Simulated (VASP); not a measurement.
A run of VASP 6.6.1:

Contents of INCAR:

```
PREC = Accurate
ENCUT = 520
EDIFF = 1E-7
ISMEAR = 0
SIGMA = 0.15
LREAL = False
LASPH = True
NELM = 80
ALGO = Fast
ISIF = 2
LWAVE = False
LCHARG = False
GGA = PS
NBANDS = 10
```

Contents of KPOINTS:

```
Automatic mesh
0
Gamma
  14 14 14
```

POSCAR

```
K
1.0
   -2.4871000000      2.4871000000      2.7489000000
    2.4871000000     -2.4871000000      2.7489000000
    2.4871000000      2.4871000000     -2.7489000000
K
1
Direct
    0.0000000000      0.0000000000      0.0000000000
```

Potentials or basis: VASP PAW PBE potentials, release 64 (K_sv).

The run is started by

```bash
$ cat potpaw_PBE.64/K_sv/POTCAR > POTCAR
$ mpirun -np 1 vasp_std > vasp.out
```

Hardware: 1 thread of Intel Xeon 8259CL, on a shared host.

Q: Estimate the wall time of this run.

A: Wall time 5.4 min on 1 thread of Intel Xeon 8259CL, with other jobs on the host, peak memory 0.32 GiB. Counts: scf iterations 15, k points 244.
